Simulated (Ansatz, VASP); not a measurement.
TiAl in VASP and in Ansatz

INCAR

```
PREC     = Accurate       # precision mode
ENCUT    = 520            # plane-wave cutoff, eV
EDIFF    = 1E-7           # SCF threshold, eV
ISMEAR   = 0              # smearing method
SIGMA    = 0.15           # smearing width, eV
LREAL    = False          # projectors in reciprocal space
LASPH    = True           # aspherical terms in the spheres
NELM     = 100            # most SCF steps
ALGO     = Fast           # electronic algorithm
ISIF     = 2              # what is computed and relaxed
LWAVE    = False          # write WAVECAR
LCHARG   = False          # write CHGCAR
GGA      = PS             # functional
NBANDS   = 14             # bands
```

Contents of KPOINTS:

```
Automatic mesh
0
Gamma
  14 14 14
```

POSCAR

```
TiAl
1.0
    2.9247348007      0.0000000000      0.0000000000
    0.0000000000      3.2719030624      0.0000000000
    0.0000000000      0.0000000000      3.1560751060
Ti Al
1 1
Direct
    0.0000000000      0.0000000000      0.0000000000
    0.5000000000      0.5000000000      0.5000000000
```

Input for Ansatz:

```yaml
crystal:
  lattice:
    - [2.9247348007, 0.0, 0.0]
    - [0.0, 3.2719030624, 0.0]
    - [0.0, 0.0, 3.156075106]
  atoms:
    - { symbol: Ti, position: [0.0, 0.0, 0.0] }
    - { symbol: Al, position: [0.5, 0.5, 0.5] }
basis:
  ecutwfc: 520.0
kpoints:
  mp_grid: { grid: [14, 14, 14] }
hamiltonian:
  xc: pbesol
  pseudopotentials: { kind: paw, azcp: { folder: soft_1 } }
scf:
  occupations: { method: gaussian, width: 0.15 }
output:
  forces: true
  stress: true
  eigenvalues: true
  write_density: true
  write_potential: true
  elf: true
  volumetric_format: npy
```

Change from the starting cell: normal strain along x -0.0733, normal strain along y +0.0367.

Alike in both runs: task single point; functional PBEsol; k mesh 14 × 14 × 14; occupations gaussian, width 0.15 eV; no spin polarisation.

|  | VASP | Ansatz |
| --- | --- | --- |
| version | VASP 6.6.1 | Ansatz 0.2.0 |
| potentials or method | VASP PAW PBE potentials, release 64 (Ti_sv, Al), cutoff 520 eV | scalar-relativistic, plane waves, PAW |
| valence electrons in the cell | 15 | 15 |

```csv
,VASP,Ansatz,Ansatz less VASP
gap on the k mesh at the Fermi level (eV),none,none,-
pressure (GPa),5.5,5.5,-0.09
"traceless stress, the component that is largest in VASP (GPa)",2.71,2.71,+0.001
```

VASP's potentials were made for PBE, not for PBEsol, and Ansatz warns of the same on its side. A gap of «none» marks a metal or a gap that the smearing closes.
